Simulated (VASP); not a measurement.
Write the native input for VASP 6.6.1 that does the following.

* Task: single point
* Functional: PBE
* Dispersion: D3(BJ)
* Potentials or basis: VASP PAW PBE potentials, release 64 (H, C, F)
* Cutoff: 520 eV
* k mesh: 3 × 3 × 1
* Occupations: gaussian, width 0.05 eV
* Spin: no spin polarisation
* Dipole correction: no
* Further INCAR settings: LREAL = Auto; ALGO = Normal; EDIFF = 1e-07; NBANDS = 55

The structure of H5C16F lies in POSCAR:

```
H5C16F
1.0
    5.0487420000      0.0000000000      0.0000000000
    2.5243710000      4.3723390000      0.0000000000
    0.0000000000      0.0000000000     16.6764260000
H C F
5 16 1
Direct
    0.1666667848      0.1666666285      0.0599648870
    0.6666667848      0.1666666285      0.0599648870
    0.1666666285      0.6666667429      0.0599648870
    0.6666666285      0.6666667429      0.0599648870
    0.0495984481      0.5157642168      0.3522902929
    0.1666667848      0.1666666285      0.1259262626
    0.6666667848      0.1666666285      0.1259262626
    0.1666666285      0.6666667429      0.1259262626
    0.6666666285      0.6666667429      0.1259262626
   -0.1666666285      0.3333332571      0.1568252694
    0.3333333715      0.3333332571      0.1568252694
   -0.1666667848      0.8333333715      0.1568252694
    0.3333332152      0.8333333715      0.1568252694
   -0.1659995917      0.3338249848      0.2564896099
    0.3326753546      0.3324289356      0.2524597297
   -0.1664720625      0.8330314735      0.2551487351
    0.3334174957      0.8339867975      0.2572958378
    0.0004016978     -0.0008192411      0.2715238865
    0.5016047131     -0.0003778298      0.2726880448
    0.0023422856      0.4999797591      0.2842574902
    0.4978334489      0.4997075936      0.2733875952
    0.2489096314      0.5822105742      0.4040303360
```

The input as run:

INCAR

```
SYSTEM = H5C16F
ALGO     = Normal         ! electronic algorithm
EDIFF    = 1E-7           ! SCF threshold, eV
ENCUT    = 520            ! plane-wave cutoff, eV
GGA      = PE             ! functional
ISIF     = 2              ! what is computed and relaxed
ISMEAR   = 0              ! smearing method
IVDW     = 12             ! dispersion correction
LASPH    = .True.         ! aspherical terms in the spheres
LCHARG   = .False.        ! write CHGCAR
LREAL    = Auto         
LWAVE    = .False.        ! write WAVECAR
NBANDS   = 55             ! bands
NELM     = 80             ! most SCF steps
PREC     = Accurate       ! precision mode
SIGMA    = 0.05           ! smearing width, eV
```

KPOINTS

```
k-points
0
Gamma
  3 3 1
  0 0 0
```

Potentials or basis: VASP PAW PBE potentials, release 64 (H, C, F).

The run is started by

```console
$ cat potpaw_PBE.64/H/POTCAR potpaw_PBE.64/C/POTCAR potpaw_PBE.64/F/POTCAR > POTCAR
$ mpirun -np 1 vasp_std > vasp.out
```

It gave:

| Item | Value |
| --- | --- |
| Largest force | 1.677 eV/Å |
| Band gap on the k mesh | zero (bands 38 and 39 overlap by 0.07 eV) |
| Dispersion energy per atom | -0.107 eV |

Caveat: the k points lie up to 0.48 Å⁻¹ apart.

Wall time 2.9 min on 1 thread of AMD EPYC 9R45 96-Core Processor (Zen 5) (shared host), peak memory 0.46 GiB.
